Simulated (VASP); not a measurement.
Si:

```
CELL_PARAMETERS angstrom
0.00000 2.71356 2.71356
2.71356 0.00000 2.71356
2.71356 2.71356 0.00000
ATOMIC_POSITIONS crystal
Si 0.75000 0.75000 0.75000
Si 0.50000 0.50000 0.50000
```

Base run:

```yaml
Program: VASP 6.6.1
Functional: revPBE
Potentials_or_basis: VASP PAW PBE potentials, release 64 (Si)
Cutoff: 500 eV
k_mesh: 10 × 10 × 10
Occupations: fermi-dirac, width 0.05 eV
Spin: no spin polarisation
```

Its results: band gap on the k mesh 0.62 eV (least direct gap 2.57 eV); pressure 3.2 GPa.

Question: The run is repeated on the same cell with these changes: functional from revPBE to PBE; cutoff from 500 eV to 520 eV. What comes out?

Answer: Band gap on the k mesh 0.58 eV (least direct gap 2.57 eV); pressure 2.1 GPa.

PBE binds more tightly than revPBE, so the same cell stands under less pressure.

Caveats: the cell stands under pressure (at least some runs); the PAW data sets were made with another functional, which shifts forces and pressure a little (at least some runs).

A k mesh can miss the band edges.
